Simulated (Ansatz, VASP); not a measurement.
Two plane-wave programs on Ge

```
CELL_PARAMETERS angstrom
3.93701 0.00000 0.00000
-1.96851 3.40955 0.00000
0.00000 0.00000 6.69531
ATOMIC_POSITIONS crystal
Ge 0.66667 0.33333 0.06291
Ge 0.33333 0.66667 0.56291
Ge 0.66667 0.33333 0.43709
Ge 0.33333 0.66667 0.93709
```

Change from the starting cell: strain -0.015 along x and y, +0.015 along z, atoms carried along.

Alike in both runs: task single point; functional PBEsol; k mesh 12 × 12 × 8; occupations gaussian, width 0.15 eV; no spin polarisation.

|  | VASP | Ansatz |
| --- | --- | --- |
| version | VASP 6.6.1 | Ansatz 0.2.0 |
| potentials or method | VASP PAW PBE potentials, release 64 (Ge_d), cutoff 520 eV | scalar-relativistic, plane waves, PAW |
| valence electrons in the cell | 56 | 56 |

```csv
,VASP,Ansatz,Ansatz less VASP
gap on the k mesh at the Fermi level (eV),none,none,-
pressure (GPa),1.0,1.2,+0.14
"traceless stress, the component that is largest in VASP (GPa)",-3.49,-3.48,+0.007
rms of the force components (eV/Å),0.158,0.159,+0.0009
```

VASP's potentials were made for PBE, not for PBEsol. Atom by atom the forces differ by 0.001 eV/Å (rms over components). A gap of «none» marks a metal or a gap that the smearing closes. The functional is the same, so the differences come from potentials, cutoffs and numerics.
